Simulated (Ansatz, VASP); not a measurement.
# Sb: VASP beside Ansatz

```
CELL_PARAMETERS angstrom
3.16000 0.00000 0.00000
0.00000 3.16000 0.00000
0.00000 0.00000 3.16000
ATOMIC_POSITIONS crystal
Sb 0.00000 0.00000 0.00000
```

Alike in both runs: task electric field gradients; functional PBEsol; k mesh 12 × 12 × 12; occupations fermi-dirac, width 0.08 eV; no spin polarisation.

|  | VASP | Ansatz |
| --- | --- | --- |
| version | VASP 6.6.1 | Ansatz 0.2.0 |
| potentials or method | VASP PAW PBE potentials, release 64 (Sb), cutoff 520 eV | all-electron PAW with datasets made for the crystal, scalar-relativistic |

```tsv
	VASP	Ansatz	Ansatz less VASP
pressure (GPa)	-4.6	-4.6	-0.03
```

VASP's potentials were made for PBE, not for PBEsol. Ansatz ran all-electron here, and VASP with PAW potentials.

Neither program's run includes spin-orbit coupling.
